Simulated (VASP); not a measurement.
# GeAu (P-6m2) in VASP: single point with PBE

Aim: the single point of GeAu with PBE.

All numbers are computed with VASP 6.6.1; they aren't measurements. Logs are shortened: lines on timing, memory, paths and dates and some standing lists are left out, and cuts for length are marked.

## Step 1: The cell of the first run

The structure is hexagonal, space group P-6m2 (No. 187). The conventional cell has a = 3.186 Å, b = 3.186 Å, c = 4.290 Å, α = 90.00°, β = 90.00°, γ = 120.00°. Ge (site symmetry -6m2) has 6 Au at 2.83 Å and 6 Ge at 3.19 Å within 3.7 Å. Within 3.7 Å of Au (site symmetry -6m2) lie 6 Ge at 2.83 Å and 6 Au at 3.19 Å.

## Step 2: Single point, PBE

Input file INCAR:

```
SYSTEM = GeAu
PREC     = Accurate       ! precision mode
ENCUT    = 520            ! plane-wave cutoff, eV
EDIFF    = 1E-7           ! SCF threshold, eV
ISMEAR   = 0              ! smearing method
SIGMA    = 0.1            ! smearing width, eV
LREAL    = .FALSE.        ! projectors in reciprocal space
LASPH    = .TRUE.         ! aspherical terms in the spheres
NELM     = 80             ! most SCF steps
ALGO     = Normal         ! electronic algorithm
ISIF     = 2              ! what is computed and relaxed
LWAVE    = .FALSE.        ! write WAVECAR
LCHARG   = .FALSE.        ! write CHGCAR
GGA      = PE             ! functional
NBANDS   = 20             ! bands
```

Input file KPOINTS:

```
Automatic mesh
0
G
  6 6 4
  0 0 0
```

Input file POSCAR:

```
GeAu
1.0
    3.1862705800      0.0000000000      0.0000000000
   -1.5931352900      2.7593912600      0.0000000000
    0.0000000000      0.0000000000      4.2904497200
Ge Au
1 1
Direct
    0.0000000000      0.0000000000      0.0000000000
    0.3333333300      0.6666666700      0.5000000000
```

Potentials or basis: VASP PAW PBE potentials, release 64 (Ge_d, Au).

On the command line:

```console
> cat potpaw_PBE.64/Ge_d/POTCAR potpaw_PBE.64/Au/POTCAR > POTCAR
> mpirun -np 1 vasp_std > vasp.out
```

OUTCAR:

```text
SYSTEM = GeAu
   PREC = Accurate
   ENCUT = 520
   EDIFF = 1E-7
   ISMEAR = 0
   LREAL = .FALSE.
   LASPH = .TRUE.
   NELM = 80
   ISIF = 2
   GGA = PE

 ion  position               nearest neighbor table
   1  0.000  0.000  0.000-   2 2.83   2 2.83   2 2.83   2 2.83   2 2.83   2 2.83
   2  0.333  0.667  0.500-   1 2.83   1 2.83   1 2.83   1 2.83   1 2.83   1 2.83

  LATTYP: Found a hexagonal cell.
 ALAT       =     3.1862705800
 C/A-ratio  =     1.3465428037

  Lattice vectors:

 A1 = (   3.1862705800,   0.0000000000,   0.0000000000)
 A2 = (  -1.5931352900,   2.7593912600,   0.0000000000)
 A3 = (   0.0000000000,   0.0000000000,   4.2904497200)

Analysis of symmetry for initial positions (statically):
=====================================================================
 Subroutine PRICEL returns:
 Original cell was already a primitive cell.

 Routine SETGRP: Setting up the symmetry group for a
 hexagonal supercell.

 Subroutine GETGRP returns: Found 12 space group operations
 (whereof 12 operations were pure point group operations)
 out of a pool of 24 trial point group operations.

The static configuration has the point symmetry D_3h.

Analysis of symmetry for dynamics (positions and initial velocities):
=====================================================================
 Subroutine PRICEL returns:
 Original cell was already a primitive cell.

 Routine SETGRP: Setting up the symmetry group for a
 hexagonal supercell.

 Subroutine GETGRP returns: Found 12 space group operations
 (whereof 12 operations were pure point group operations)
 out of a pool of 24 trial point group operations.

The dynamic configuration has the point symmetry D_3h.

 Subroutine INISYM returns: Found 12 space group operations
 (whereof 12 operations are pure point group operations),
 and found     1 'primitive' translations

----------------------------------------------------------------------------------------

                                     Primitive cell

  volume of cell :      37.7224

  direct lattice vectors                    reciprocal lattice vectors
     3.186270580  0.000000000  0.000000000     0.313846541  0.181199385  0.000000000
    -1.593135290  2.759391260  0.000000000     0.000000000  0.362398771  0.000000000
     0.000000000  0.000000000  4.290449720     0.000000000  0.000000000  0.233075800

  length of vectors
     3.186270580  3.186270575  4.290449720     0.362398770  0.362398771  0.233075800

  position of ions in fractional coordinates (direct lattice)
     0.000000000  0.000000000  0.000000000
     0.333333330  0.666666670  0.500000000

  ion indices of the primitive-cell ions
   primitive index   ion index
                 1           1
                 2           2

----------------------------------------------------------------------------------------

 KPOINTS: Automatic mesh

Automatic generation of k-mesh.
 Grid dimensions read from file:
 generate k-points for:    6    6    4

 Generating k-lattice:

  Cartesian coordinates                     Fractional coordinates (reciprocal lattice)
     0.052307757  0.030199898  0.000000000     0.166666667 -0.000000000  0.000000000
     0.000000000  0.060399795  0.000000000     0.000000000  0.166666667  0.000000000
     0.000000000  0.000000000  0.058268950     0.000000000  0.000000000  0.250000000

  Length of vectors
     0.060399795  0.060399795  0.058268950

  Shift w.r.t. Gamma in fractional coordinates (k-lattice)
     0.000000000  0.000000000  0.000000000

 Subroutine IBZKPT returns following result:
 ===========================================

 Found     21 irreducible k-points:

 Following reciprocal coordinates:
            Coordinates               Weight
  0.000000  0.000000  0.000000      1.000000
  0.166667  0.000000  0.000000      6.000000
  0.333333 -0.000000  0.000000      6.000000
  0.500000 -0.000000  0.000000      3.000000
  0.166667  0.166667  0.000000      6.000000
  0.333333  0.166667  0.000000     12.000000
[... 13 lines left out ...]
  0.333333  0.166667  0.500000     12.000000
  0.333333  0.333333  0.500000      2.000000
   k-points           NKPTS =     21   k-points in BZ     NKDIM =     21   number of bands    NBANDS=     20
   number of dos      NEDOS =    301   number of ions     NIONS =      2
   total plane-waves  NPLWV =  18432
   dimension x,y,z NGX =    24 NGY =   24 NGZ =   32
   dimension x,y,z NGXF=    48 NGYF=   48 NGZF=   64
   ions per type =               1   1
   NGX,Y,Z   is equivalent  to a cutoff of  12.52, 12.52, 12.40 a.u.
   NGXF,Y,Z  is equivalent  to a cutoff of  25.04, 25.04, 24.80 a.u.
 SYSTEM =  GeAu
   PREC   = accura    normal or accurate (medium, high low for compatibility)
   ISTART =      0    job   : 0-new  1-cont  2-samecut
   ICHARG =      2    charge: 1-file 2-atom 10-const
   ISPIN  =      1    spin polarized calculation?
   LNONCOLLINEAR =      F non collinear calculations
   LSORBIT =      F    spin-orbit coupling
   LASPH  =      T    aspherical Exc in radial PAW
   ENCUT  =  520.0 eV  38.22 Ry    6.18 a.u.   5.92  5.92  7.98*2*pi/ulx,y,z
   NELM   =     80;   NELMIN=  2; NELMDL= -5     # of ELM steps
   EDIFF  = 0.1E-06   stopping-criterion for ELM
   LREAL  =      F    real-space projection
   EDIFFG = 0.1E-05   stopping-criterion for IOM
   NSW    =      0    number of steps for IOM
   IBRION =     -1    ionic relax: 0-MD 1-quasi-New 2-CG
   NFREE  =      0    steps in history (QN), initial steepest desc. (CG)
   ISIF   =      2    stress and relaxation
   ISYM   =      2    0-nonsym 1-usesym 2-fastsym
   POTIM  = 0.5000    time-step for ionic-motion
   TEBEG  =    0.0;   TEEND  =   0.0 temperature during run
   PSTRESS=    0.0 pullay stress
   NELECT =      25.0000    total number of electrons
   NUPDOWN=      -1.0000    fix difference up-down
   EMIN   =  10.00;   EMAX   =-10.00  energy-range for DOS
   EFERMI =   0.00;   METHOD = LEGACY
   ISMEAR =     0;   SIGMA  =   0.10  broadening in eV -4-tet -1-fermi 0-gaus
   EFERMI_NEDOS =   21; number of points for ismear=-14 and -15
   IALGO  =     38    algorithm
   IMIX   =      4    mixing-type and parameters
     AMIX     =   0.40;   BMIX     =  1.00
     AMIX_MAG =   1.60;   BMIX_MAG =  1.00
  volume/ion in A,a.u.               =      18.86       127.28
  Fermi-wavevector in a.u.,A,eV,Ry     =   1.427322  2.697247 27.718437  2.037248
  Thomas-Fermi vector in A             =   2.547504
   LORBIT       =      0    0 simple, 1 ext, 2 COOP (PROOUT), +10 PAW based schemes
   GGA     = PE    functional components
   LHFCALC =     F    Hartree Fock is set to
   AEXX    =    0.0000 exact exchange contribution
   IVDW    =     0    specifies the selected vdW correction
   LEPSILON=     F    determine dielectric tensor
   LRPA    =     F    only Hartree local field effects (RPA)
 non-spin polarized calculation
 Gauss-broadening in eV      SIGMA  =   0.10
  energy-cutoff  :      520.00
  volume of cell :       37.72
 maximum number of plane-waves:      1026
 NGX is ok and might be reduce to    24
   NGX = 11   NGY = 11   NGZ = 15

 number of electron      24.9999999 magnetization

 Free energy of the ion-electron system (eV)
  ---------------------------------------------------
  ext. energy  EPLUGINS =         0.00000000
  ---------------------------------------------------
  free energy    TOTEN  =        -7.36172391 eV

  energy without entropy =       -7.35441300  energy(sigma->0) =       -7.35806845

 E-fermi :   7.6930     XC(G=0): -11.6809

 val. band max:        7.6379536903   @ k =   0.1667   0.0000   0.0000
 cond. band min:       7.7329232396   @ k =   0.3333   0.1667   0.0000
 fundamental gap:      0.0949695493
 Fermi energy:         7.6929751620

 k-point     1 :       0.0000    0.0000    0.0000
  band No.  band energies     occupation
      1     -17.2434      2.00000
      2     -17.2434      2.00000
      3     -17.2285      2.00000
      4     -17.2025      2.00000
      5     -17.2025      2.00000
      6      -4.3194      2.00000
[... 12 lines left out ...]
     19      21.7925      0.00000
     20      23.1182      0.00000

 k-point     2 :       0.1667    0.0000    0.0000
  band No.  band energies     occupation
      1     -17.2463      2.00000
      2     -17.2311      2.00000
      3     -17.2202      2.00000
      4     -17.2086      2.00000
      5     -17.2043      2.00000
      6      -3.7753      2.00000
[... 12 lines left out ...]
     19      20.8508      0.00000
     20      23.4390      0.00000

 k-point     3 :       0.3333   -0.0000    0.0000
  band No.  band energies     occupation
      1     -17.2544      2.00000
      2     -17.2209      2.00000
      3     -17.2078      2.00000
      4     -17.2064      2.00000
      5     -17.2018      2.00000
      6      -2.2438      2.00000
[... 12 lines left out ...]
     19      21.6327      0.00000
     20      21.9718      0.00000

 k-point     4 :       0.5000   -0.0000    0.0000
  band No.  band energies     occupation
      1     -17.2587      2.00000
      2     -17.2270      2.00000
      3     -17.2095      2.00000
      4     -17.1940      2.00000
      5     -17.1926      2.00000
      6      -0.7004      2.00000
[... 12 lines left out ...]
     19      20.6323      0.00000
     20      21.0110      0.00000

 k-point     5 :       0.1667    0.1667    0.0000
  band No.  band energies     occupation
      1     -17.2445      2.00000
      2     -17.2244      2.00000
      3     -17.2168      2.00000
      4     -17.2080      2.00000
      5     -17.2025      2.00000
      6      -2.7294      2.00000
[... 12 lines left out ...]
     19      20.1041      0.00000
     20      20.7923      0.00000

 k-point     6 :       0.3333    0.1667    0.0000
  band No.  band energies     occupation
      1     -17.2450      2.00000
      2     -17.2241      2.00000
      3     -17.2124      2.00000
      4     -17.2076      2.00000
      5     -17.1929      2.00000
      6      -0.9376      2.00000
[... 12 lines left out ...]
     19      19.0546      0.00000
     20      19.1697      0.00000

 k-point     7 :       0.3333    0.3333    0.0000
  band No.  band energies     occupation
      1     -17.2216      2.00000
      2     -17.2216      2.00000
      3     -17.2189      2.00000
      4     -17.2189      2.00000
      5     -17.1965      2.00000
      6       0.1110      2.00000
[... 12 lines left out ...]
     19      17.5846      0.00000
     20      23.6038      0.00000
[... 208 lines left out ...]
 k-point    17 :       0.3333   -0.0000    0.5000
  band No.  band energies     occupation
      1     -17.2535      2.00000
      2     -17.2234      2.00000
      3     -17.2067      2.00000
      4     -17.2066      2.00000
      5     -17.1992      2.00000
      6      -1.5863      2.00000
[... 12 lines left out ...]
     19      19.8900      0.00000
     20      21.8177      0.00000

 k-point    18 :       0.5000   -0.0000    0.5000
  band No.  band energies     occupation
      1     -17.2574      2.00000
      2     -17.2303      2.00000
      3     -17.2081      2.00000
      4     -17.1941      2.00000
      5     -17.1903      2.00000
      6      -0.7587      2.00000
[... 12 lines left out ...]
     19      21.7103      0.00000
     20      21.7671      0.00000

 k-point    19 :       0.1667    0.1667    0.5000
  band No.  band energies     occupation
      1     -17.2442      2.00000
      2     -17.2235      2.00000
      3     -17.2186      2.00000
      4     -17.2073      2.00000
      5     -17.2006      2.00000
      6      -1.9073      2.00000
[... 12 lines left out ...]
     19      19.2002      0.00000
     20      21.1036      0.00000

 k-point    20 :       0.3333    0.1667    0.5000
  band No.  band energies     occupation
      1     -17.2439      2.00000
      2     -17.2266      2.00000
      3     -17.2117      2.00000
      4     -17.2069      2.00000
      5     -17.1911      2.00000
      6      -0.7965      2.00000
[... 12 lines left out ...]
     19      21.7025      0.00000
     20      23.7800      0.00000

 k-point    21 :       0.3333    0.3333    0.5000
  band No.  band energies     occupation
      1     -17.2228      2.00000
      2     -17.2204      2.00000
      3     -17.2195      2.00000
      4     -17.2187      2.00000
      5     -17.1942      2.00000
      6      -0.2428      2.00000
[... 12 lines left out ...]
     19      22.8241      0.00000
     20      23.3250      0.00000

------------------------ aborting loop because EDIFF is reached ----------------------------------------

  FORCE on cell =-STRESS in cart. coord.  units (eV):
  Direction    XX          YY          ZZ          XY          YZ          ZX
  --------------------------------------------------------------------------------------
  -------------------------------------------------------------------------------------
  Total        0.2513447      0.2513447      1.0459978      0.0000000      0.0000000      0.0000000
  in kB       10.6753380     10.6753380     44.4265521      0.0000000      0.0000000      0.0000000
  external PRESSURE =      21.9257427 kB  Pullay stress =       0.0000000 kB

 VOLUME and BASIS-vectors are now :
 -----------------------------------------------------------------------------
  energy-cutoff  :      520.00
  volume of cell :       37.72
      direct lattice vectors                 reciprocal lattice vectors
     3.186270580  0.000000000  0.000000000     0.313846541  0.181199385  0.000000000
    -1.593135290  2.759391260  0.000000000     0.000000000  0.362398771  0.000000000
     0.000000000  0.000000000  4.290449720     0.000000000  0.000000000  0.233075800

 POSITION                                       TOTAL-FORCE (eV/Angst)
 -----------------------------------------------------------------------------------
      0.00000      0.00000      0.00000         0.000000      0.000000      0.000000
     -0.00000      1.83959      2.14522         0.000000      0.000000      0.000000
 -----------------------------------------------------------------------------------
    total drift:                                0.000005     -0.000003     -0.000000

  FREE ENERGIE OF THE ION-ELECTRON SYSTEM (eV)
  ---------------------------------------------------
  free  energy   TOTEN  =        -7.3617239107 eV

  energy  without entropy=       -7.3544129962  energy(sigma->0) =       -7.35806845
```

Wall time 15 s (1 thread of AMD EPYC 7R43 (Zen 3), shared host); peak memory 0.12 GiB.

What came out:

| Property | Result |
| --- | --- |
| Free energy | -7.3617 eV |
| Pressure | 2.2 GPa |

Stress tensor (GPa, compression positive):
```
1.07 0.00 0.00
0.00 1.07 0.00
0.00 0.00 4.44
```

Levels at points of the mesh, in eV from the Fermi level:
```
           k point  band 8  band 9  band 10  band 11  band 12  band 13  band 14  band 15  band 16  band 17
(0.00, 0.00, 0.00)   -4.55   -4.55    -3.84    -3.84    -2.67     0.07     5.95     5.95     9.92    11.17
(0.50, 0.00, 0.00)   -5.75   -5.40    -4.12    -2.95    -1.85     2.41     2.44     3.23     4.38     6.54
(0.00, 0.00, 0.50)   -4.84   -4.48    -4.48    -3.97    -3.97     6.04     6.04     8.30     9.16    11.16
(0.50, 0.00, 0.50)   -4.86   -4.47    -4.23    -2.95    -2.00    -1.79     0.09     4.39     6.93     8.64
```

Caveat: the k points lie up to 0.38 Å⁻¹ apart; spin-orbit coupling is left out, which moves the levels of the heavy elements.
